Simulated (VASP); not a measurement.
# SiGe (P6_3mc) in VASP: notebook, part 2 of 2

VASP 6.6.1. Earlier steps stand in the parts before.

### Step 3. Single point, r2SCAN (strain +0.5%)

POSCAR reads:

```
SiGe
1.0
    3.9259694896      0.0000000000      0.0000000000
   -1.9629847448      3.3999893125      0.0000000000
    0.0000000000      0.0000000000      6.4800500846
Ge Si
2 2
Direct
    0.3333333333      0.6666666667      0.0003974040
    0.6666666667      0.3333333333      0.5003974040
    0.3333333333      0.6666666667      0.3746025960
    0.6666666667      0.3333333333      0.8746025960
```

INCAR.step1 reads:

```
SYSTEM = SiGe
PREC = Accurate
ENCUT = 520
ISMEAR = 0
SIGMA = 0.01
LREAL = .False.
LASPH = .True.
NELM = 60
NBANDS = 26
GGA = PE
ALGO = Normal
EDIFF = 1E-4
LWAVE = .True.
LCHARG = .False.
```

INCAR.step2 reads:

```
SYSTEM = SiGe
PREC = Accurate
ENCUT = 520
EDIFF = 1E-7
ISMEAR = 0
SIGMA = 0.01
LREAL = .False.
LASPH = .True.
NELM = 60
ALGO = Normal
ISIF = 2
LWAVE = .False.
LCHARG = .False.
METAGGA = R2SCAN
LMIXTAU = .True.
NBANDS = 26
ISTART = 1
```

KPOINTS reads:

```
regular mesh
0
Gamma
  12 12 4
  0 0 0
```

Potentials or basis: VASP PAW PBE potentials, release 64 (Ge_d, Si).

Started as:

```
$ cat potpaw_PBE.64/Ge_d/POTCAR potpaw_PBE.64/Si/POTCAR > POTCAR
$ cp INCAR.step1 INCAR
$ mpirun -np 1 vasp_std > vasp.out
$ cp INCAR.step2 INCAR
$ mpirun -np 1 vasp_std > vasp.out
```

OUTCAR:

```text
SYSTEM = SiGe
   PREC = Accurate
   ENCUT = 520
   EDIFF = 1E-7
   ISMEAR = 0
   LREAL = .False.
   LASPH = .True.
   NELM = 60
   ISIF = 2
   METAGGA = R2SCAN
   ISTART = 1

 ion  position               nearest neighbor table
   1  0.333  0.667  0.000-   4 2.41   4 2.41   4 2.41   3 2.42
   2  0.667  0.333  0.500-   3 2.41   3 2.41   3 2.41   4 2.42
   3  0.333  0.667  0.375-   2 2.41   2 2.41   2 2.41   1 2.42
   4  0.667  0.333  0.875-   1 2.41   1 2.41   1 2.41   2 2.42

  LATTYP: Found a hexagonal cell.
 ALAT       =     3.9259694896
[... 898 lines left out ...]
  --------------------------------------------------------------------------------------
  -------------------------------------------------------------------------------------
  Total       -0.7310534     -0.7310534     -0.6114454      0.0000000      0.0000000     -0.0000000
  in kB      -13.5411908    -13.5411908    -11.3257100      0.0000000      0.0000000     -0.0000000
  external PRESSURE =     -12.8026972 kB  Pullay stress =       0.0000000 kB

 VOLUME and BASIS-vectors are now :
 -----------------------------------------------------------------------------
  energy-cutoff  :      520.00
  volume of cell :       86.50
      direct lattice vectors                 reciprocal lattice vectors
     3.925969490  0.000000000  0.000000000     0.254714155  0.147059286  0.000000000
    -1.962984745  3.399989312  0.000000000     0.000000000  0.294118572  0.000000000
     0.000000000  0.000000000  6.480050085     0.000000000  0.000000000  0.154319795

 POSITION                                       TOTAL-FORCE (eV/Angst)
 -----------------------------------------------------------------------------------
     -0.00000      2.26666      0.00258         0.000000     -0.000000      0.005092
      1.96298      1.13333      3.24260         0.000000      0.000000      0.005092
     -0.00000      2.26666      2.42744         0.000000      0.000000     -0.005092
      1.96298      1.13333      5.66747        -0.000000     -0.000000     -0.005092
 -----------------------------------------------------------------------------------
    total drift:                               -0.000000      0.000000      0.013580

  FREE ENERGIE OF THE ION-ELECTRON SYSTEM (eV)
  ---------------------------------------------------
  free  energy   TOTEN  =       -45.1706700329 eV

  energy  without entropy=      -45.1706700329  energy(sigma->0) =      -45.17067003
```

OUTCAR.step1:

```text
SYSTEM = SiGe
   PREC = Accurate
   ENCUT = 520
   ISMEAR = 0
   LREAL = .False.
   LASPH = .True.
   NELM = 60
[... 927 lines left out ...]
      1.96298      1.13333      3.24260         0.000000     -0.000000      0.001016
     -0.00000      2.26666      2.42744         0.000000      0.000000     -0.001016
      1.96298      1.13333      5.66747         0.000000      0.000000     -0.001016
 -----------------------------------------------------------------------------------
    total drift:                                0.000000      0.000001      0.002313

  FREE ENERGIE OF THE ION-ELECTRON SYSTEM (eV)
  ---------------------------------------------------
  free  energy   TOTEN  =       -19.7309012560 eV

  energy  without entropy=      -19.7309012560  energy(sigma->0) =      -19.73090126
```

Wall time 3.8 min (1 thread of Intel Xeon 6975P-C (Granite Rapids), shared host); peak memory 0.27 GiB.

Results:

| Item | Value |
| --- | --- |
| Free energy | -45.1707 eV |
| Pressure | -1.3 GPa |
| Largest force | 0.005 eV/Å |
| Band gap on the k mesh | 0.68 eV (least direct gap 0.72 eV) |

Forces in eV/Å, atoms in the order of the input:
```
Ge   0.000  0.000  0.005
Ge   0.000  0.000  0.005
Si   0.000  0.000 -0.005
Si   0.000  0.000 -0.005
```

Stress tensor (GPa, compression positive):
```
-1.35  0.00  0.00
 0.00 -1.35  0.00
 0.00  0.00 -1.13
```

Caveat: the cell differs from its parent crystal (strain +0.5%); the PAW data sets were made with another functional, which shifts forces and pressure a little.

### Step 4. Single point, r2SCAN (uniaxial z strain +1.5%)

POSCAR reads:

```
SiGe
1.0
    3.9064373030      0.0000000000      0.0000000000
   -1.9532186515      3.3830739427      0.0000000000
    0.0000000000      0.0000000000      6.5445281949
Ge Si
2 2
Direct
    0.3333333333      0.6666666667      0.0012193843
    0.6666666667      0.3333333333      0.5012193843
    0.3333333333      0.6666666667      0.3737806157
    0.6666666667      0.3333333333      0.8737806157
```

INCAR.step1 reads:

```
PREC     = Accurate       # precision mode
ENCUT    = 520            # plane-wave cutoff, eV
ISMEAR   = 0              # smearing method
SIGMA    = 0.01           # smearing width, eV
LREAL    = False          # projectors in reciprocal space
LASPH    = True           # aspherical terms in the spheres
NELM     = 80             # most SCF steps
NBANDS   = 26             # bands
GGA      = PE             # functional
ALGO     = Normal         # electronic algorithm
EDIFF    = 1E-4           # SCF threshold, eV
LWAVE    = True           # write WAVECAR
LCHARG   = False          # write CHGCAR
```

INCAR.step2 reads:

```
PREC     = Accurate       # precision mode
ENCUT    = 520            # plane-wave cutoff, eV
EDIFF    = 1E-7           # SCF threshold, eV
ISMEAR   = 0              # smearing method
SIGMA    = 0.01           # smearing width, eV
LREAL    = False          # projectors in reciprocal space
LASPH    = True           # aspherical terms in the spheres
NELM     = 80             # most SCF steps
ALGO     = Normal         # electronic algorithm
ISIF     = 2              # what is computed and relaxed
LWAVE    = False          # write WAVECAR
LCHARG   = False          # write CHGCAR
METAGGA  = R2SCAN         # meta-GGA
LMIXTAU  = True         
NBANDS   = 26             # bands
ISTART   = 1
```

KPOINTS reads:

```
regular mesh
0
Gamma
  12 12 4
```

Started as:

```
$ cat potpaw_PBE.64/Ge_d/POTCAR potpaw_PBE.64/Si/POTCAR > POTCAR
$ cp INCAR.step1 INCAR
$ mpirun -np 1 vasp_std > vasp.out
$ cp INCAR.step2 INCAR
$ mpirun -np 1 vasp_std > vasp.out
```

Run time: 3.8 min. Hardware: 1 thread of Intel Xeon 6975P-C (Granite Rapids), shared host; peak memory 0.27 GiB.

Results (log left out):

* Free energy: -45.1652 eV
* Pressure: -1.3 GPa
* Band gap on the k mesh: 0.73 eV (least direct gap 0.87 eV)

Stress tensor (GPa, compression positive):
```
-0.50  0.00  0.00
 0.00 -0.50  0.00
 0.00  0.00 -2.85
```

Levels at points of the mesh, in eV from the valence-band top:
| k point | band 14 | band 15 | band 16 | band 17 | band 18 | band 19 | band 20 | band 21 | band 22 | band 23 |
| --- | --- | --- | --- | --- | --- | --- | --- | --- | --- | --- |
| (0.00, 0.00, 0.00) | -1.58 | -1.58 | -0.42 | 0.00 | 0.00 | 0.87 | 1.60 | 2.28 | 2.28 | 2.89 |
| (0.50, 0.00, 0.00) | -6.65 | -4.86 | -3.23 | -3.06 | -1.61 | 0.73 | 2.25 | 3.45 | 3.60 | 4.30 |
| (0.00, 0.00, 0.50) | -4.77 | -0.96 | -0.96 | -0.96 | -0.96 | 1.63 | 1.63 | 3.35 | 3.35 | 3.35 |
| (0.50, 0.00, 0.50) | -7.83 | -2.75 | -2.75 | -2.58 | -2.58 | 0.87 | 0.87 | 2.09 | 2.09 | 6.09 |

Caveat: the cell differs from its parent crystal (uniaxial z strain +1.5%); the PAW data sets were made with another functional, which shifts forces and pressure a little. A k mesh can miss the band edges.

### Step 5. Single point, r2SCAN (epitaxial xy strain +3.0%)

POSCAR reads:

```
SiGe
1.0
    4.0236304221      0.0000000000      0.0000000000
   -2.0118152110      3.4845661610      0.0000000000
    0.0000000000      0.0000000000      6.4061394587
Ge Si
2 2
Direct
    0.3333333333      0.6666666667     -0.0016269157
    0.6666666667      0.3333333333      0.4983730843
    0.3333333333      0.6666666667      0.3766269157
    0.6666666667      0.3333333333      0.8766269157
```

INCAR.step1 reads:

```
PREC = Accurate
ENCUT = 520
ISMEAR = -1
SIGMA = 0.02
LREAL = False
LASPH = True
NELM = 80
NBANDS = 26
GGA = PE
ALGO = Normal
EDIFF = 1E-4
LWAVE = True
LCHARG = False
```

INCAR.step2 reads:

```
PREC = Accurate
ENCUT = 520
EDIFF = 1E-7
ISMEAR = -1
SIGMA = 0.02
LREAL = False
LASPH = True
NELM = 80
ALGO = Normal
ISIF = 2
LWAVE = False
LCHARG = True
METAGGA = R2SCAN
LMIXTAU = True
LELF = True
LVHAR = True
NBANDS = 26
ISTART = 1
```

KPOINTS is that of step 4.

Started as:

```
$ cat potpaw_PBE.64/Ge_d/POTCAR potpaw_PBE.64/Si/POTCAR > POTCAR
$ cp INCAR.step1 INCAR
$ mpirun -np 1 vasp_std > vasp.out
$ cp INCAR.step2 INCAR
$ mpirun -np 1 vasp_std > vasp.out
```

It took 4.3 min on 1 thread of Intel Xeon 6975P-C (Granite Rapids), shared host; peak memory 0.28 GiB.

The run converged. Its results:

```yaml
Free_energy: -45.0747 eV
Pressure: -3.9 GPa
Band_gap_on_the_k_mesh: 0.22 eV
```

Stress tensor (GPa, compression positive):
```
-5.86  0.00  0.00
 0.00 -5.86  0.00
 0.00  0.00  0.08
```

Levels at points of the mesh, in eV from the valence-band top:
```tsv
k point	band 16	band 17	band 18	band 19	band 20	band 21
(0.00, 0.00, 0.00)	-0.08	0.00	0.00	0.22	1.62	2.14
(0.50, 0.00, 0.00)	-3.22	-2.81	-1.45	0.59	2.30	3.63
(0.00, 0.00, 0.50)	-1.05	-1.05	-1.05	1.10	1.10	3.27
(0.50, 0.00, 0.50)	-2.52	-2.35	-2.35	0.99	0.99	2.32
```

Caveat: the cell differs from its parent crystal (epitaxial xy strain +3.0%); the cell stands under tension; the PAW data sets were made with another functional, which shifts forces and pressure a little. A k mesh can miss the band edges.

### Step 6. Overview

| cell | smearing | gap on the mesh (eV) | pressure (GPa) | largest force (eV/Å) |
| --- | --- | --- | --- | --- |
| a = 3.906, b = 3.906, c = 6.448 Å, angles 90.0, 90.0, 120.0°, 4 atoms, atomic positions A | gaussian 0.01 eV | 0.66 | -0.1 | 0.01 |
| a = 3.926, b = 3.926, c = 6.480 Å, angles 90.0, 90.0, 120.0°, 4 atoms, atomic positions A | gaussian 0.01 eV | 0.68 | -1.3 | 0.01 |
| a = 3.906, b = 3.906, c = 6.545 Å, angles 90.0, 90.0, 120.0°, 4 atoms, atomic positions A | gaussian 0.01 eV | 0.73 | -1.3 | - |
| a = 4.024, b = 4.024, c = 6.406 Å, angles 90.0, 90.0, 120.0°, 4 atoms, atomic positions B | fermi-dirac 0.02 eV | 0.22 | -3.9 | - |

Alike in all rows: task single point; level r2SCAN; potentials or basis VASP PAW PBE potentials, release 64 (Ge_d, Si); no spin polarisation; k mesh 12 × 12 × 4; cutoff (eV) 520.

Caveats: the PAW data sets were made with another functional, which shifts forces and pressure a little; the cell stands under tension (at least some runs).

Total energies depend on the potentials used, so only differences within one code and one set of settings carry meaning.
